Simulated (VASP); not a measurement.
**LuSc2N3: single point with PBE**

Crystal: LuSc2N3.

```
CELL_PARAMETERS angstrom
7.31002 0.00000 0.00000
-3.65501 6.33067 0.00000
0.00000 0.00000 3.90491
ATOMIC_POSITIONS crystal
Lu 0.00000 0.00000 0.50000
Sc 0.33333 0.66667 0.50000
Sc 0.66667 0.33333 0.50000
N 0.33333 0.66667 0.00000
N 0.66667 0.33333 0.00000
N 0.00000 0.00000 0.00000
```

The cell was generated, and may not be a known phase.

```
Program             : VASP 6.6.1
Task                : single point
Functional          : PBE
Potentials or basis : VASP PAW PBE potentials, release 64 (Lu, Sc_sv, N)
Cutoff              : 520 eV
k mesh              : 6 × 6 × 10
Occupations         : gaussian, width 0.1 eV
Spin                : no spin polarisation
```

- Pressure: 0.3 GPa
- Band gap on the k mesh: zero (bands 31 and 32 overlap by 1.44 eV)

Stress tensor (GPa, compression positive):
```
-0.07  0.00  0.00
 0.00 -0.07  0.00
 0.00  0.00  1.12
```

Levels at points of the mesh, in eV from the Fermi level:
| k point | band 29 | band 30 | band 31 | band 32 | band 33 | band 34 |
| --- | --- | --- | --- | --- | --- | --- |
| (0.00, 0.00, 0.00) | -0.11 | 0.33 | 0.43 | 1.45 | 1.66 | 1.66 |
| (0.50, 0.00, 0.00) | 0.36 | 0.39 | 0.39 | 0.65 | 0.70 | 1.39 |
| (0.00, 0.00, 0.50) | -1.96 | -1.48 | -1.48 | -0.71 | 1.51 | 1.51 |
| (0.50, 0.00, 0.50) | -1.75 | -1.62 | -1.54 | 0.13 | 0.45 | 0.94 |

It took 4.8 min on 1 thread of AMD EPYC 9R45 96-Core Processor (Zen 5) (shared host), peak memory 0.44 GiB.

Caveat: spin-orbit coupling is left out, which moves the levels of the heavy elements.
